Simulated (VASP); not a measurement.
# Nb (P1) in VASP: notebook, part 2 of 2

VASP 6.6.1. The steps go on from the part before.

### Step 3. Single point, PBEsol

File INCAR:

```
SYSTEM = Nb
PREC = Accurate
ENCUT = 520
EDIFF = 1E-6
ISMEAR = -1
SIGMA = 0.17
LREAL = Auto
LASPH = .True.
NELM = 80
ALGO = Normal
ISIF = 2
LWAVE = .False.
LCHARG = .False.
GGA = PS
NBANDS = 118
```

File KPOINTS:

```
Automatic mesh
0
Gamma
  2 2 2
  0 0 0
```

File POSCAR:

```
Nb
1.0
    6.8130490000      0.0000000000      0.0000000000
    0.0000000000      6.8130490000      0.0000000000
    0.0000000000      0.0000000000      6.8130490000
Nb
16
Direct
    0.0464696496      0.0944217486     -0.0362392814
    0.5458495895      0.0310727253     -0.0262437566
    0.0287096130      0.5725189999     -0.0196094289
   -0.0210772005      0.0781148059      0.4724022974
    0.2410521339      0.2973264980      0.2699085241
    0.5368961826      0.5157162381      0.0459999627
    0.4447494800      0.0196387843      0.4965177852
    0.7728404713      0.2929525386      0.2012021343
   -0.0657268134      0.5419159616      0.4997322051
    0.2417419866      0.7704626812      0.2920865533
    0.2620706236      0.2969301997      0.7389202690
    0.4744131445      0.5381731439      0.4471272700
    0.7601589244      0.8093879847      0.2299264250
    0.7347371199      0.3247444720      0.7050147445
    0.2507834598      0.7892354803      0.7495175802
    0.7542878379      0.8113254433      0.7370415214
```

Potentials or basis: VASP PAW PBE potentials, release 64 (Nb_sv).

Command:

```bash
$ cat potpaw_PBE.64/Nb_sv/POTCAR > POTCAR
$ mpirun -np 1 vasp_std > vasp.out
```

OUTCAR:

```text
SYSTEM = Nb
   PREC = Accurate
   ENCUT = 520
   EDIFF = 1E-6
   ISMEAR = -1
   LREAL = Auto
   LASPH = .True.
   NELM = 80
   ISIF = 2
   GGA = PS

 ion  position               nearest neighbor table
   1  0.046  0.094  0.964-  11 2.53   8 2.81   5 2.83  15 2.90
   2  0.546  0.031  0.974-  16 2.62  13 2.73   8 2.82  14 3.00  15 3.01
   3  0.029  0.573  0.980-  15 2.64  10 2.90  11 2.96  13 2.97  16 2.98   8 2.99
   4  0.979  0.078  0.472-   5 2.71   8 2.74  14 2.85  13 2.88  16 2.98  10 3.02  11 3.04
   5  0.241  0.297  0.270-  12 2.58   4 2.71   7 2.81   1 2.83   6 2.93
   6  0.537  0.516  0.046-   8 2.45  12 2.77  13 2.81   5 2.93  14 2.98
   7  0.445  0.020  0.497-  10 2.60  15 2.68  11 2.80   5 2.81  16 3.02
   8  0.773  0.293  0.201-   6 2.45   4 2.74   1 2.81   2 2.82   9 2.87   3 2.99
   9  0.934  0.542  0.500-  14 2.45  16 2.74  13 2.85   8 2.87  10 2.97
  10  0.242  0.770  0.292-  12 2.48   7 2.60   3 2.90   9 2.97   4 3.02
  11  0.262  0.297  0.739-   1 2.53   7 2.80  12 2.96   3 2.96   4 3.04
  12  0.474  0.538  0.447-  10 2.48   5 2.58   6 2.77  14 2.89  11 2.96
  13  0.760  0.809  0.230-   2 2.73   6 2.81   9 2.85   4 2.88   3 2.97
  14  0.735  0.325  0.705-   9 2.45   4 2.85  12 2.89   6 2.98   2 3.00
  15  0.251  0.789  0.750-   3 2.64   7 2.68   1 2.90   2 3.01
  16  0.754  0.811  0.737-   2 2.62   9 2.74   3 2.98   4 2.98   7 3.02

  LATTYP: Found a simple cubic cell.
 ALAT       =     6.8130490000

  Lattice vectors:

 A1 = (   6.8130490000,   0.0000000000,   0.0000000000)
 A2 = (   0.0000000000,   6.8130490000,   0.0000000000)
 A3 = (   0.0000000000,   0.0000000000,   6.8130490000)

Analysis of symmetry for initial positions (statically):
=====================================================================
 Subroutine PRICEL returns:
 Original cell was already a primitive cell.

 Routine SETGRP: Setting up the symmetry group for a
 simple cubic supercell.

 Subroutine GETGRP returns: Found  1 space group operations
 (whereof  1 operations were pure point group operations)
 out of a pool of 48 trial point group operations.

The static configuration has the point symmetry C_1 .

Analysis of symmetry for dynamics (positions and initial velocities):
[... 151 lines left out ...]
   LEPSILON=     F    determine dielectric tensor
   LRPA    =     F    only Hartree local field effects (RPA)
 non-spin polarized calculation
  energy-cutoff  :      520.00
  volume of cell :      316.25
 maximum number of plane-waves:      8578
 NGX is ok and might be reduce to    54
   NGX = 25   NGY = 25   NGZ = 25

 number of electron     207.9999999 magnetization

 Free energy of the ion-electron system (eV)
  ---------------------------------------------------
  ext. energy  EPLUGINS =         0.00000000
  ---------------------------------------------------
  free energy    TOTEN  =      -170.65320326 eV

  energy without entropy =     -168.99943757  energy(sigma->0) =     -169.82632042

 E-fermi :   9.9181     XC(G=0): -12.0959

 val. band max:        9.9162700363   @ k =   0.5000   0.0000   0.0000
 cond. band min:       9.9639262956   @ k =   0.5000   0.5000   0.5000
 fundamental gap:      0.0476562594
 Fermi energy:         9.9181093486

 k-point     1 :       0.0000    0.0000    0.0000
  band No.  band energies     occupation
      1     -44.6625      2.00000
      2     -44.5597      2.00000
      3     -44.5473      2.00000
      4     -44.5228      2.00000
      5     -44.5223      2.00000
      6     -44.4922      2.00000
[... 941 lines left out ...]
    115      11.7901      0.00003
    116      11.8989      0.00002
 [bands above 116 left out]

------------------------ aborting loop because EDIFF is reached ----------------------------------------

  FORCE on cell =-STRESS in cart. coord.  units (eV):
  Direction    XX          YY          ZZ          XY          YZ          ZX
  --------------------------------------------------------------------------------------
  -------------------------------------------------------------------------------------
  Total      -23.7782380    -21.9169517    -20.9269675     -0.2003101     -0.0212309      0.2548320
  in kB     -120.4663395   -111.0366106   -106.0211096     -1.0148197     -0.1075607      1.2910409
  external PRESSURE =    -112.5080199 kB  Pullay stress =       0.0000000 kB

 VOLUME and BASIS-vectors are now :
 -----------------------------------------------------------------------------
  energy-cutoff  :      520.00
  volume of cell :      316.25
      direct lattice vectors                 reciprocal lattice vectors
     6.813049000  0.000000000  0.000000000     0.146777162  0.000000000  0.000000000
     0.000000000  6.813049000  0.000000000     0.000000000  0.146777162  0.000000000
     0.000000000  0.000000000  6.813049000     0.000000000  0.000000000  0.146777162

 POSITION                                       TOTAL-FORCE (eV/Angst)
 -----------------------------------------------------------------------------------
      0.31660      0.64330      6.56615        -1.147075     -1.651104      0.557137
      3.71890      0.21170      6.63425        -1.116216      0.694803      0.495549
      0.19560      3.90060      6.67945        -0.757535     -0.835097      0.261762
      6.66945      0.53220      3.21850         0.363676     -1.059416      0.837564
      1.64230      2.02570      1.83890        -0.118209     -0.558499     -1.529165
      3.65790      3.51360      0.31340        -0.943705      1.590228     -2.476236
[... 8 lines left out ...]
      1.70860      5.37710      5.10650         0.065389      0.340737      0.059196
      5.13900      5.52760      5.02150         0.012465     -0.306215     -0.219030
 -----------------------------------------------------------------------------------
    total drift:                                0.005322      0.001461      0.001906

  FREE ENERGIE OF THE ION-ELECTRON SYSTEM (eV)
  ---------------------------------------------------
  free  energy   TOTEN  =      -170.6532032611 eV

  energy  without entropy=     -168.9994375699  energy(sigma->0) =     -169.82632042
```

OSZICAR:

```text
N       E                     dE             d eps       ncg     rms          rms(c)
DAV:   1     0.304143200772E+04    0.30414E+04   -0.11360E+05  1888   0.185E+03
DAV:   2     0.117790726590E+03   -0.29236E+04   -0.28754E+04  2112   0.810E+02
DAV:   3    -0.148477059251E+03   -0.26627E+03   -0.25724E+03  3008   0.165E+02
[... 12 lines left out ...]
DAV:  16    -0.170653200113E+03   -0.29162E-05   -0.11796E-04  3056   0.463E-02    0.130E-02
DAV:  17    -0.170653200468E+03   -0.35505E-06   -0.40338E-05  2832   0.229E-02    0.761E-03
DAV:  18    -0.170653201477E+03   -0.10091E-05   -0.17739E-05  1392   0.113E-02    0.605E-03
DAV:  19    -0.170653202875E+03   -0.13977E-05   -0.14322E-05  1608   0.719E-03    0.240E-03
DAV:  20    -0.170653203261E+03   -0.38624E-06   -0.86704E-06  1256   0.580E-03
   1 F= -.17065320E+03 E0= -.16982632E+03  d E =-.165377E+01
```

stdout:

```text
POSCAR found type information on POSCAR Nb
 POSCAR found :  1 types and      16 ions
 scaLAPACK will be used
 -----------------------------------------------------------------------------
|                                                                             |
|                                                                             |
|     You enforced a specific xc type in the INCAR file but a different       |
|     I HOPE YOU KNOW WHAT YOU ARE DOING!                                     |
|                                                                             |
 -----------------------------------------------------------------------------

 LDA part: xc-table for (Slater+PW92), standard interpolation
 POSCAR, INCAR and KPOINTS ok, starting setup
 FFT: planning ... GRIDC
 FFT: planning ... GRID_SOFT
 FFT: planning ... GRID
 WAVECAR not read
 entering main loop
```

Wall time 17 min (1 thread of Oxide Virtual Turin-like, shared host); peak memory 0.45 GiB.

What came out:

```yaml
Free_energy: -170.6532 eV
Pressure: -11.3 GPa
Largest_force: 3.090 eV/Å
Band_gap_on_the_k_mesh: zero (bands 104 and 105 overlap by 1.04 eV)
```

Forces on the atoms (eV/Å):
```
Nb  -1.147 -1.651  0.557
Nb  -1.116  0.695  0.496
Nb  -0.758 -0.835  0.262
Nb   0.364 -1.059  0.838
Nb  -0.118 -0.558 -1.529
Nb  -0.944  1.590 -2.476
Nb   1.947  0.562 -0.088
Nb  -0.234 -0.443  1.022
Nb   2.496  1.368 -0.644
Nb  -0.948  1.353 -2.180
Nb  -0.266  0.677 -0.118
Nb   0.984 -0.181  2.625
Nb  -0.103 -0.055 -0.139
Nb  -0.235 -1.496  1.535
Nb   0.065  0.341  0.059
Nb   0.012 -0.306 -0.219
```

Caveat: the k points lie up to 0.46 Å⁻¹ apart, too coarse for converged energies and pressures of a metal; the PAW data sets were made with another functional, which shifts forces and pressure a little.

The gap in the log of VASP goes by the Fermi energy; the results here count the filled bands.